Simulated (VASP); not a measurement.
Input of a VASP 6.6.1 run:

INCAR

```
PREC = Accurate
ENCUT = 750
EDIFF = 1E-6
ISMEAR = 0
SIGMA = 0.1
LREAL = F
LASPH = T
NELM = 120
ALGO = Normal
ISIF = 2
LWAVE = F
LCHARG = F
GGA = PE
NBANDS = 36
GGA_COMPAT = F
```

Contents of KPOINTS:

```
Automatic mesh
0
Gamma
  4 4 4
```

Contents of POSCAR:

```
MgCdS4
1.0
    6.0412136385      0.0000000000      0.0000000000
    0.0000000000      6.0412136385      0.0000000000
    0.0000000000      0.0000000000      3.8041313563
Mg Cd S
1 1 4
Direct
    0.0000000000      0.0000000000      0.5000000000
    0.5000000000      0.5000000000      0.5000000000
    0.6719086736      0.0000000000      0.0000000000
    0.3280913264      0.0000000000      0.0000000000
    0.0000000000      0.3280913264      0.0000000000
    0.0000000000      0.6719086736      0.0000000000
```

Potentials or basis: VASP PAW PBE potentials, release 64 (Mg_sv, Cd_sv_GW, S).

Run with:

```sh
$ cat potpaw_PBE.64/Mg_sv/POTCAR potpaw_PBE.64/Cd_sv_GW/POTCAR potpaw_PBE.64/S/POTCAR > POTCAR
$ mpirun -np 1 vasp_std > vasp.out
```

Estimate the band gap on the k mesh.

zero (bands 27 and 28 overlap by 0.59 eV).

Estimate the pressure.

-0.3 GPa.

Stress tensor (GPa, compression positive):
```
-0.35  0.00  0.00
 0.00 -0.35  0.00
 0.00  0.00 -0.17
```

Caveat: the k points lie up to 0.41 Å⁻¹ apart, too coarse for converged energies and pressures of a metal; semilocal functionals underestimate gaps, so a narrow gap can read as zero.
